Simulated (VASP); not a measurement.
# InP (Fm-3m) in VASP: a series of runs, part 2 of 2

VASP 6.6.1.

## Step 4: Single point, r2SCAN (16.59 Å³/atom)

This run uses another cell than the first one, of 16.59 Å³/atom.

POSCAR

```
InP
1.0
    0.0000000000      2.5506643399      2.5506643399
    2.5506643399      0.0000000000      2.5506643399
    2.5506643399      2.5506643399      0.0000000000
In P
1 1
Direct
    0.0000000000      0.0000000000      0.0000000000
    0.5000000000      0.5000000000      0.5000000000
```

INCAR.step1

```
  PREC = Accurate
  ENCUT = 520
  ISMEAR = 0
  SIGMA = 0.05
  LREAL = F
  LASPH = T
  NELM = 80
  NBANDS = 16
  GGA = PE
  ALGO = Normal
  EDIFF = 1E-4
  LWAVE = T
  LCHARG = F
```

INCAR.step2

```
  PREC = Accurate
  ENCUT = 520
  EDIFF = 1E-6
  ISMEAR = 0
  SIGMA = 0.05
  LREAL = F
  LASPH = T
  NELM = 80
  ALGO = Normal
  ISIF = 2
  LWAVE = F
  LCHARG = F
  METAGGA = R2SCAN
  LMIXTAU = T
  NBANDS = 16
  ISTART = 1
```

KPOINTS

```
Automatic mesh
0
Gamma
  16 16 16
```

Potentials or basis: VASP PAW PBE potentials, release 64 (In_d, P).

On the command line:

```sh
> cat potpaw_PBE.64/In_d/POTCAR potpaw_PBE.64/P/POTCAR > POTCAR
> cp INCAR.step1 INCAR
> mpirun -np 1 vasp_std > vasp.out
> cp INCAR.step2 INCAR
> mpirun -np 1 vasp_std > vasp.out
```

OUTCAR:

```text
PREC = Accurate
   ENCUT = 520
   EDIFF = 1E-6
   ISMEAR = 0
   LREAL = F
   LASPH = T
   NELM = 80
   ISIF = 2
   METAGGA = R2SCAN
   ISTART = 1

 ion  position               nearest neighbor table
   1  0.000  0.000  0.000-   2 2.55   2 2.55   2 2.55   2 2.55   2 2.55   2 2.55
   2  0.500  0.500  0.500-   1 2.55   1 2.55   1 2.55   1 2.55   1 2.55   1 2.55

  LATTYP: Found a face centered cubic cell.
 ALAT       =     5.1013286798

  Lattice vectors:

 A1 = (   0.0000000000,   2.5506643399,   2.5506643399)
 A2 = (   2.5506643399,   0.0000000000,   2.5506643399)
 A3 = (   2.5506643399,   2.5506643399,   0.0000000000)

Analysis of symmetry for initial positions (statically):
=====================================================================
 Subroutine PRICEL returns:
 Original cell was already a primitive cell.

 Routine SETGRP: Setting up the symmetry group for a
 face centered cubic supercell.

 Subroutine GETGRP returns: Found 48 space group operations
[... 155 lines left out ...]
 number of electron      17.9999999 magnetization

 Free energy of the ion-electron system (eV)
  ---------------------------------------------------
  ext. energy  EPLUGINS =         0.00000000
  ---------------------------------------------------
  free energy    TOTEN  =       -31.06094510 eV

  energy without entropy =      -31.05974206  energy(sigma->0) =      -31.06034358

 E-fermi :  10.3949     XC(G=0): -12.3048

 val. band max:       10.3685957182   @ k =  -0.1875   0.0625   0.0000
 cond. band min:      10.3956791525   @ k =  -0.4375   0.3750   0.0000
 fundamental gap:      0.0270834342
 Fermi energy:        10.3948881173

 k-point     1 :       0.0000    0.0000    0.0000
  band No.  band energies     occupation
      1      -4.8718      2.00000
      2      -4.8718      2.00000
      3      -4.8049      2.00000
      4      -4.8049      2.00000
      5      -4.8049      2.00000
      6      -4.3517      2.00000
[... 433 lines left out ...]
      3      -4.8088      2.00000
      4      -4.7938      2.00000
      5      -4.7877      2.00000
      6      -4.1728      2.00000
[... 8 lines left out ...]
     15      20.0663      0.00000
     16      21.1106      0.00000

 [... further k-points ...]
[... 5 lines left out ...]
  --------------------------------------------------------------------------------------
  -------------------------------------------------------------------------------------
  Total        6.5966056      6.5966056      6.5966056     -0.0000000     -0.0000000      0.0000000
  in kB      318.4499441    318.4499441    318.4499441     -0.0000000     -0.0000000      0.0000000
  external PRESSURE =     318.4499441 kB  Pullay stress =       0.0000000 kB

 VOLUME and BASIS-vectors are now :
 -----------------------------------------------------------------------------
  energy-cutoff  :      520.00
  volume of cell :       33.19
      direct lattice vectors                 reciprocal lattice vectors
     0.000000000  2.550664340  2.550664340    -0.196027361  0.196027361  0.196027361
     2.550664340  0.000000000  2.550664340     0.196027361 -0.196027361  0.196027361
     2.550664340  2.550664340  0.000000000     0.196027361  0.196027361 -0.196027361

 POSITION                                       TOTAL-FORCE (eV/Angst)
 -----------------------------------------------------------------------------------
      0.00000      0.00000      0.00000         0.000000     -0.000000      0.000000
      2.55066      2.55066      2.55066        -0.000000      0.000000     -0.000000
 -----------------------------------------------------------------------------------
    total drift:                               -0.000000      0.000000      0.000000

  FREE ENERGIE OF THE ION-ELECTRON SYSTEM (eV)
  ---------------------------------------------------
  free  energy   TOTEN  =       -31.0609450957 eV

  energy  without entropy=      -31.0597420620  energy(sigma->0) =      -31.06034358
```

OSZICAR.step1:

```text
N       E                     dE             d eps       ncg     rms          rms(c)
DAV:   1     0.111197899602E+03    0.11120E+03   -0.85785E+03  4728   0.143E+03
DAV:   2    -0.139259177292E+01   -0.11259E+03   -0.10762E+03  5392   0.321E+02
DAV:   3    -0.743834239104E+01   -0.60458E+01   -0.59851E+01  6000   0.701E+01
DAV:   4    -0.756598712505E+01   -0.12764E+00   -0.12761E+00  5928   0.992E+00
DAV:   5    -0.757124645301E+01   -0.52593E-02   -0.52592E-02  6680   0.188E+00    0.751E+00
DAV:   6    -0.719638321908E+01    0.37486E+00   -0.55436E-01  7088   0.174E+01    0.436E+00
DAV:   7    -0.716291702264E+01    0.33466E-01   -0.13688E-01  7504   0.444E+00    0.157E+00
DAV:   8    -0.716046391752E+01    0.24531E-02   -0.11132E-02  6400   0.156E+00    0.402E-01
DAV:   9    -0.716044014410E+01    0.23773E-04   -0.61806E-04  6976   0.438E-01
   1 F= -.71604401E+01 E0= -.71598379E+01  d E =-.120449E-02
```

It took 2.2 min on 1 thread of Intel Xeon 6975P-C (Granite Rapids), shared host; peak memory 0.22 GiB.

What came out:

| Item | Value |
| --- | --- |
| Free energy | -31.0609 eV |
| Pressure | 31.8 GPa |
| Band gap on the k mesh | zero (bands 9 and 10 overlap by 2.42 eV) |

Caveat: the cell stands under pressure; the PAW data sets were made with another functional, which shifts forces and pressure a little; spin-orbit coupling is left out, which moves the levels of the heavy elements.

## Step 5: Summary

| cell | k mesh | gap on the mesh (eV) | pressure (GPa) |
| --- | --- | --- | --- |
| a = 3.921 Å, angles 60.0°, 2 atoms | 14 × 14 × 14 | none | -2.1 |
| a = 3.937 Å, angles 60.0°, 2 atoms | 14 × 14 × 14 | none | -3.0 |
| a = 3.607 Å, angles 60.0°, 2 atoms | 16 × 16 × 16 | none | 31.8 |

Alike in all rows: task single point; level r2SCAN; potentials or basis VASP PAW PBE potentials, release 64 (In_d, P); no spin polarisation; cutoff (eV) 520; smearing gaussian 0.05 eV.

Caveats: the PAW data sets were made with another functional, which shifts forces and pressure a little; spin-orbit coupling is left out, which moves the levels of the heavy elements; the cell stands under tension (at least some runs); the cell stands under pressure (at least some runs).

Total energies depend on the potentials used, so only differences within one code and one set of settings carry meaning.

The gap in the log of VASP goes by the Fermi energy; the results here count the filled bands.